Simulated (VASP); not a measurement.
# TaN (I4/mmm) in VASP: a series of runs, part 2 of 2

VASP 6.6.1.

## (4) Single point, PBE (strain -0.025 along x and y, +0.025 along z)

Input file INCAR:

```
  PREC = Accurate
  ENCUT = 520
  EDIFF = 1E-7
  ISMEAR = 0
  SIGMA = 0.15
  LREAL = False
  LASPH = True
  NELM = 60
  ALGO = Normal
  ISIF = 2
  LWAVE = False
  LCHARG = True
  GGA = PE
  LELF = True
  LVHAR = True
  NBANDS = 15
```

Input file KPOINTS:

```
Automatic mesh
0
Gamma
  18 18 18
```

Input file POSCAR:

```
TaN
1.0
    0.0000000000      2.1245250000      2.2334750000
    2.1245250000      0.0000000000      2.2334750000
    2.1245250000      2.1245250000      0.0000000000
Ta N
1 1
Direct
    0.5000000000      0.5000000000      0.5000000000
    0.0000000000      0.0000000000      0.0000000000
```

Potentials or basis: VASP PAW PBE potentials, release 64 (Ta_pv, N).

Command:

```
$ cat potpaw_PBE.64/Ta_pv/POTCAR potpaw_PBE.64/N/POTCAR > POTCAR
$ mpirun -np 1 vasp_std > vasp.out
```

OUTCAR:

```text
PREC = Accurate
   ENCUT = 520
   EDIFF = 1E-7
   ISMEAR = 0
   LREAL = False
   LASPH = True
   NELM = 60
   ISIF = 2
   GGA = PE

 ion  position               nearest neighbor table
   1  0.500  0.500  0.500-   2 2.12   2 2.12   2 2.12   2 2.12   2 2.23   2 2.23
   2  0.000  0.000  0.000-   1 2.12   1 2.12   1 2.12   1 2.12   1 2.23   1 2.23

  LATTYP: Found a body centered tetragonal cell.
 ALAT       =     3.0045320686
 C/A-ratio  =     1.4867373348

  Lattice vectors:

 A1 = (  -2.1245250000,   0.0000000000,   2.2334750000)
 A2 = (   2.1245250000,   0.0000000000,   2.2334750000)
 A3 = (   0.0000000000,   2.1245250000,  -2.2334750000)

Analysis of symmetry for initial positions (statically):
=====================================================================
 Subroutine PRICEL returns:
 Original cell was already a primitive cell.

 Routine SETGRP: Setting up the symmetry group for a
 body centered tetragonal supercell.

 Subroutine GETGRP returns: Found 16 space group operations
 (whereof 16 operations were pure point group operations)
 out of a pool of 16 trial point group operations.

The static configuration has the point symmetry D_4h.

Analysis of symmetry for dynamics (positions and initial velocities):
=====================================================================
 Subroutine PRICEL returns:
 Original cell was already a primitive cell.

 Routine SETGRP: Setting up the symmetry group for a
 body centered tetragonal supercell.

 Subroutine GETGRP returns: Found 16 space group operations
 (whereof 16 operations were pure point group operations)
 out of a pool of 16 trial point group operations.

The dynamic configuration has the point symmetry D_4h.

 Subroutine INISYM returns: Found 16 space group operations
 (whereof 16 operations are pure point group operations),
 and found     1 'primitive' translations

----------------------------------------------------------------------------------------

                                     Primitive cell

  volume of cell :      20.1621

[... 118 lines left out ...]
   LRPA    =     F    only Hartree local field effects (RPA)
 non-spin polarized calculation
 Gauss-broadening in eV      SIGMA  =   0.15
  energy-cutoff  :      520.00
  volume of cell :       20.16
 maximum number of plane-waves:       553
   NGX = 11   NGY = 11   NGZ = 11

 number of electron      15.9999998 magnetization

 Free energy of the ion-electron system (eV)
  ---------------------------------------------------
  ext. energy  EPLUGINS =         0.00000000
  ---------------------------------------------------
  free energy    TOTEN  =       -21.64352316 eV

  energy without entropy =      -21.63450806  energy(sigma->0) =      -21.63901561

 E-fermi :  10.1605     XC(G=0): -13.7304

 val. band max:       10.1603776223   @ k =   0.1667   0.1667   0.0000
 cond. band min:      10.1658669471   @ k =  -0.3333   0.2222   0.4444
 fundamental gap:      0.0054893249
 Fermi energy:        10.1604690321

 k-point     1 :       0.0000    0.0000    0.0000
  band No.  band energies     occupation
      1     -25.5162      2.00000
      2     -25.4879      2.00000
      3     -25.4879      2.00000
      4      -9.1610      2.00000
      5       6.0121      2.00000
      6       6.2586      2.00000
      7       6.2586      2.00000
      8       7.4850      2.00000
      9       8.1400      2.00000
     10       8.1400      2.00000
     11       9.5111      2.00000
     12      10.6131      0.00002
     13      12.5673      0.00000
     14      19.6158      0.00000
[... 401 lines left out ...]
      2     -25.6035      2.00000
      3     -25.5007      2.00000
      4      -7.6742      2.00000
      5       2.2367      2.00000
      6       3.4193      2.00000
      7       3.6824      2.00000
      8       9.2582      2.00000
      9       9.4731      2.00000
     10      10.2471      0.41400
     11      12.2581      0.00000
     12      15.4232      0.00000
     13      15.8486      0.00000
     14      22.6629      0.00000
     15      23.0264      0.00000

 [... further k-points ...]

------------------------ aborting loop because EDIFF is reached ----------------------------------------

  FORCE on cell =-STRESS in cart. coord.  units (eV):
  Direction    XX          YY          ZZ          XY          YZ          ZX
  --------------------------------------------------------------------------------------
  -------------------------------------------------------------------------------------
  Total        5.0608946      5.0608946      0.7875684      0.0000000      0.0000000     -0.0000000
  in kB      402.1639060    402.1639060     62.5841115      0.0000000      0.0000000     -0.0000000
  external PRESSURE =     288.9706412 kB  Pullay stress =       0.0000000 kB

 VOLUME and BASIS-vectors are now :
 -----------------------------------------------------------------------------
  energy-cutoff  :      520.00
  volume of cell :       20.16
      direct lattice vectors                 reciprocal lattice vectors
     0.000000000  2.124525000  2.233475000    -0.235346725  0.235346725  0.223866397
     2.124525000  0.000000000  2.233475000     0.235346725 -0.235346725  0.223866397
     2.124525000  2.124525000  0.000000000     0.235346725  0.235346725 -0.223866397

 POSITION                                       TOTAL-FORCE (eV/Angst)
 -----------------------------------------------------------------------------------
      2.12453      2.12453      2.23347         0.000000      0.000000      0.000000
      0.00000      0.00000      0.00000         0.000000      0.000000      0.000000
 -----------------------------------------------------------------------------------
    total drift:                                0.000000     -0.000000     -0.000000

  FREE ENERGIE OF THE ION-ELECTRON SYSTEM (eV)
  ---------------------------------------------------
  free  energy   TOTEN  =       -21.6435231638 eV

  energy  without entropy=      -21.6345080644  energy(sigma->0) =      -21.63901561
```

OSZICAR:

```text
N       E                     dE             d eps       ncg     rms          rms(c)
DAV:   1     0.897998779199E+02    0.89800E+02   -0.88015E+03 14440   0.114E+03
DAV:   2    -0.219967576319E+02   -0.11180E+03   -0.10539E+03 17704   0.306E+02
DAV:   3    -0.246756137607E+02   -0.26789E+01   -0.26600E+01 16080   0.443E+01
DAV:   4    -0.246855060597E+02   -0.98923E-02   -0.98890E-02 18882   0.286E+00
DAV:   5    -0.246855663700E+02   -0.60310E-04   -0.60310E-04 16221   0.198E-01    0.272E+01
DAV:   6    -0.217168887711E+02    0.29687E+01   -0.55157E+00 17588   0.268E+01    0.114E+01
DAV:   7    -0.216754203713E+02    0.41468E-01   -0.53742E-01 16759   0.600E+00    0.784E+00
DAV:   8    -0.216504611837E+02    0.24959E-01   -0.12279E-01 16962   0.295E+00    0.190E+00
DAV:   9    -0.216435992091E+02    0.68620E-02   -0.17801E-02 16073   0.109E+00    0.300E-01
DAV:  10    -0.216435627018E+02    0.36507E-04   -0.11620E-03 16913   0.382E-01    0.491E-02
DAV:  11    -0.216435252752E+02    0.37427E-04   -0.87976E-05 16529   0.111E-01    0.316E-02
DAV:  12    -0.216435235570E+02    0.17182E-05   -0.87107E-06 16514   0.288E-02    0.298E-03
DAV:  13    -0.216435232119E+02    0.34515E-06   -0.49379E-07 16646   0.566E-03    0.224E-03
DAV:  14    -0.216435231638E+02    0.48092E-07   -0.22824E-08  8558   0.152E-03
   1 F= -.21643523E+02 E0= -.21639016E+02  d E =-.901510E-02
```

stdout:

```text
POSCAR found type information on POSCAR TaN
 POSCAR found :  2 types and       2 ions
 scaLAPACK will be used
 LDA part: xc-table for (Slater+PW92), standard interpolation
 POSCAR, INCAR and KPOINTS ok, starting setup
 FFT: planning ... GRIDC
 FFT: planning ... GRID_SOFT
 FFT: planning ... GRID
 WAVECAR not read
 entering main loop
```

Run time: 61 s. Hardware: 1 thread of Intel Xeon 6975P-C (Granite Rapids), shared host; peak memory 0.26 GiB.

Results:

| Quantity | Value |
| --- | --- |
| Free energy | -21.6435 eV |
| Pressure | 28.9 GPa |
| Band gap on the k mesh | zero (bands 8 and 9 overlap by 4.09 eV) |

Caveat: the cell differs from its parent crystal (strain -0.025 along x and y, +0.025 along z); the cell stands under pressure; spin-orbit coupling is left out, which moves the levels of the heavy elements.

## (5) Single point, PBE (strain -0.025 along x and y, +0.050 along z)

Input file INCAR:

```
ALGO = Normal
EDIFF = 1E-6
ENCUT = 520
GGA = PE
ISIF = 2
ISMEAR = 0
LASPH = True
LCHARG = False
LREAL = False
LWAVE = False
NBANDS = 15
NELM = 100
PREC = Accurate
SIGMA = 0.15
```

Input file KPOINTS:

```
k-points
0
Gamma
  18 18 18
```

Input file POSCAR:

```
TaN
1.0
    0.0000000000      2.1245250000      2.2879500000
    2.1245250000      0.0000000000      2.2879500000
    2.1245250000      2.1245250000      0.0000000000
Ta N
1 1
Direct
    0.5000000000      0.5000000000      0.5000000000
    0.0000000000      0.0000000000      0.0000000000
```

Potentials or basis: VASP PAW PBE potentials, release 64 (Ta_pv, N).

Command:

```
$ cat potpaw_PBE.64/Ta_pv/POTCAR potpaw_PBE.64/N/POTCAR > POTCAR
$ mpirun -np 1 vasp_std > vasp.out
```

OUTCAR:

```text
EDIFF = 1E-6
   ENCUT = 520
   GGA = PE
   ISIF = 2
   ISMEAR = 0
   LASPH = True
   LREAL = False
   NELM = 100
   PREC = Accurate

 ion  position               nearest neighbor table
   1  0.500  0.500  0.500-   2 2.12   2 2.12   2 2.12   2 2.12   2 2.29   2 2.29
   2  0.000  0.000  0.000-   1 2.12   1 2.12   1 2.12   1 2.12   1 2.29   1 2.29

  LATTYP: Found a body centered tetragonal cell.
 ALAT       =     3.0045320686
 C/A-ratio  =     1.5229992210

[... 620 lines left out ...]

------------------------ aborting loop because EDIFF is reached ----------------------------------------

  FORCE on cell =-STRESS in cart. coord.  units (eV):
  Direction    XX          YY          ZZ          XY          YZ          ZX
  --------------------------------------------------------------------------------------
  -------------------------------------------------------------------------------------
  Total        4.4415456      4.4415456     -0.6410257      0.0000000      0.0000000      0.0000000
  in kB      344.5438417    344.5438417    -49.7262626      0.0000000      0.0000000      0.0000000
  external PRESSURE =     213.1204736 kB  Pullay stress =       0.0000000 kB

 VOLUME and BASIS-vectors are now :
 -----------------------------------------------------------------------------
  energy-cutoff  :      520.00
  volume of cell :       20.65
      direct lattice vectors                 reciprocal lattice vectors
     0.000000000  2.124525000  2.287950000    -0.235346725  0.235346725  0.218536244
     2.124525000  0.000000000  2.287950000     0.235346725 -0.235346725  0.218536244
     2.124525000  2.124525000  0.000000000     0.235346725  0.235346725 -0.218536244

 POSITION                                       TOTAL-FORCE (eV/Angst)
 -----------------------------------------------------------------------------------
      2.12453      2.12453      2.28795         0.000000      0.000000      0.000000
      0.00000      0.00000      0.00000         0.000000      0.000000      0.000000
 -----------------------------------------------------------------------------------
    total drift:                                0.000000     -0.000000     -0.000000

  FREE ENERGIE OF THE ION-ELECTRON SYSTEM (eV)
  ---------------------------------------------------
  free  energy   TOTEN  =       -21.6442391923 eV

  energy  without entropy=      -21.6344056014  energy(sigma->0) =      -21.63932240
```

OSZICAR:

```text
N       E                     dE             d eps       ncg     rms          rms(c)
DAV:   1     0.902417396897E+02    0.90242E+02   -0.87923E+03 14432   0.114E+03
DAV:   2    -0.219419887389E+02   -0.11218E+03   -0.10585E+03 17795   0.306E+02
DAV:   3    -0.246882355956E+02   -0.27462E+01   -0.27316E+01 16171   0.447E+01
DAV:   4    -0.246984055219E+02   -0.10170E-01   -0.10167E-01 18678   0.291E+00
DAV:   5    -0.246984684315E+02   -0.62910E-04   -0.62908E-04 16367   0.204E-01    0.262E+01
DAV:   6    -0.217206626782E+02    0.29778E+01   -0.56912E+00 17599   0.267E+01    0.109E+01
DAV:   7    -0.216774861321E+02    0.43177E-01   -0.59833E-01 16626   0.617E+00    0.756E+00
DAV:   8    -0.216520414437E+02    0.25445E-01   -0.13480E-01 17340   0.308E+00    0.186E+00
DAV:   9    -0.216443062975E+02    0.77351E-02   -0.19776E-02 16094   0.116E+00    0.299E-01
DAV:  10    -0.216442794376E+02    0.26860E-04   -0.13746E-03 17263   0.402E-01    0.433E-02
DAV:  11    -0.216442415723E+02    0.37865E-04   -0.94720E-05 16347   0.115E-01    0.310E-02
DAV:  12    -0.216442394564E+02    0.21160E-05   -0.96420E-06 16801   0.301E-02    0.357E-03
DAV:  13    -0.216442391923E+02    0.26409E-06   -0.64601E-07  9314   0.655E-03
   1 F= -.21644239E+02 E0= -.21639322E+02  d E =-.983359E-02
```

Wall time 55 s (1 thread of Intel Xeon 6975P-C (Granite Rapids), shared host); peak memory 0.25 GiB.

What came out:

```yaml
Free_energy: -21.6442 eV
Pressure: 21.3 GPa
Band_gap_on_the_k_mesh: zero (bands 8 and 9 overlap by 3.87 eV)
```

Levels at points of the mesh, in eV from the Fermi level:
| k point | band 5 | band 6 | band 7 | band 8 | band 9 | band 10 | band 11 | band 12 |
| --- | --- | --- | --- | --- | --- | --- | --- | --- |
| (0.00, 0.00, 0.00) | -4.09 | -3.78 | -3.78 | -2.75 | -1.79 | -1.79 | -1.06 | 0.64 |
| (0.50, 0.00, 0.00) | -10.60 | -7.85 | -7.80 | 1.85 | 2.11 | 2.47 | 3.88 | 6.67 |
| (0.50, 0.50, 0.00) | -7.15 | -5.56 | -4.44 | -4.44 | 2.24 | 3.70 | 3.70 | 4.69 |
| (0.50, 0.00, 0.50) | -6.39 | -5.64 | -4.92 | -4.64 | 1.97 | 3.16 | 4.30 | 5.34 |

Caveat: the cell differs from its parent crystal (strain -0.025 along x and y, +0.050 along z); the cell stands under pressure; spin-orbit coupling is left out, which moves the levels of the heavy elements.

## (6) Summary

| cell | gap on the mesh (eV) | pressure (GPa) |
| --- | --- | --- |
| a = 3.043, b = 3.043, c = 3.005 Å, angles 60.4, 60.4, 59.2°, 2 atoms | none | 38.6 |
| a = 3.043, b = 3.043, c = 3.082 Å, angles 59.6, 59.6, 60.8°, 2 atoms | none | 26.8 |
| a = 3.083, b = 3.083, c = 3.005 Å, angles 60.8, 60.8, 58.3°, 2 atoms | none | 28.9 |
| a = 3.122, b = 3.122, c = 3.005 Å, angles 61.2, 61.2, 57.5°, 2 atoms | none | 21.3 |

Alike in all rows: task single point; level PBE; potentials or basis VASP PAW PBE potentials, release 64 (Ta_pv, N); no spin polarisation; k mesh 18 × 18 × 18; cutoff (eV) 520; smearing gaussian 0.15 eV.

Caveats: the cell stands under pressure; spin-orbit coupling is left out, which moves the levels of the heavy elements.

Absolute energies hang on the potentials; compare differences alone.
